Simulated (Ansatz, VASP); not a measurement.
**NaI in VASP and in Ansatz**

```
Na I
1.0
     0.00000    3.20003    3.20003
     3.20003    0.00000    3.20003
     3.20003    3.20003    0.00000
Na I
1 1
Direct
  0.00000 0.00000 0.00000
  0.50000 0.50000 0.50000
```

Alike in both runs: functional PBE; dispersion D3(BJ); k mesh 3 × 3 × 3; no spin polarisation.

Ansatz relaxed the structure, and its values are those at the end. VASP's run is a single point on that final structure, the one shown.

|  | VASP | Ansatz |
| --- | --- | --- |
| version | VASP 6.6.1 | Ansatz 0.2.0 |
| potentials or method | VASP PAW PBE potentials, release 64 (Na_pv, I) | plane waves, PAW |
| plane-wave cutoff (eV) | 520 | 420 |
| occupations | gaussian, width 0.01 eV | fixed |
| valence electrons in the cell | 14 | 26 |

|  | VASP | Ansatz | Ansatz less VASP |
| --- | --- | --- | --- |
| pressure (GPa) | 0.0 | 0.0 | -0.02 |

VASP's potentials hold 14 valence electrons a cell and Ansatz's 26, so a difference there can come from the potentials and not from the codes.

The k mesh is coarse, so the values compare programs but aren't converged. Spin-orbit coupling is off throughout.
